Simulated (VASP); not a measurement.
A run of VASP 6.6.1 is set up as follows.

Contents of INCAR:

```
SYSTEM = Li3ZrN2
ALGO     = Normal         ! electronic algorithm
EDIFF    = 1E-6           ! SCF threshold, eV
EDIFFG   = -0.04          ! ionic threshold
ENCUT    = 600            ! plane-wave cutoff, eV
GGA      = PE             ! functional
IBRION   = 2              ! ionic algorithm
ISIF     = 3              ! what is computed and relaxed
ISMEAR   = 0              ! smearing method
LASPH    = .True.         ! aspherical terms in the spheres
LCHARG   = .False.        ! write CHGCAR
LREAL    = .False.        ! projectors in reciprocal space
LWAVE    = .False.        ! write WAVECAR
NELM     = 80             ! most SCF steps
NSW      = 90             ! ionic steps
PREC     = Accurate       ! precision mode
SIGMA    = 0.1            ! smearing width, eV
```

KPOINTS

```
k-points
0
Gamma
  6 6 2
  0 0 0
```

The input POSCAR:

```
Li3ZrN2
1.0
    3.2425995600      0.0000000000      0.0000000000
   -1.6212997800      2.8081736000      0.0000000000
    0.0000000000      0.0000000000      7.8860903000
Li Zr N
3 1 2
Direct
    0.6666666700      0.3333333300      0.8848819900
    0.6666666700      0.3333333300      0.1151180100
    0.6666666700      0.3333333300      0.5000000000
    0.3333333300      0.6666666700      0.0000000000
    0.3333333300      0.6666666700      0.3285497400
    0.3333333300      0.6666666700      0.6714502600
```

Potentials or basis: VASP PAW PBE potentials, release 64 (Li_sv, Zr_sv, N).

Launch:

```console
$ cat potpaw_PBE.64/Li_sv/POTCAR potpaw_PBE.64/Zr_sv/POTCAR potpaw_PBE.64/N/POTCAR > POTCAR
$ mpirun -np 1 vasp_std > vasp.out
```

Estimate the space group after relaxing (to 0.1 Å).

P-6m2 (No. 187).

Estimate the band gap on the k mesh.

zero (an odd number of electrons rules out a gap without spin polarisation).

Forces on the atoms (eV/Å):
```
Li   0.000  0.000  0.033
Li   0.000  0.000 -0.033
Li   0.000  0.000  0.000
Zr   0.000  0.000  0.000
N    0.000  0.000  0.006
N    0.000  0.000 -0.006
```

Caveat: the k points lie up to 0.38 Å⁻¹ apart in the final cell, too coarse for converged energies and pressures of a metal.
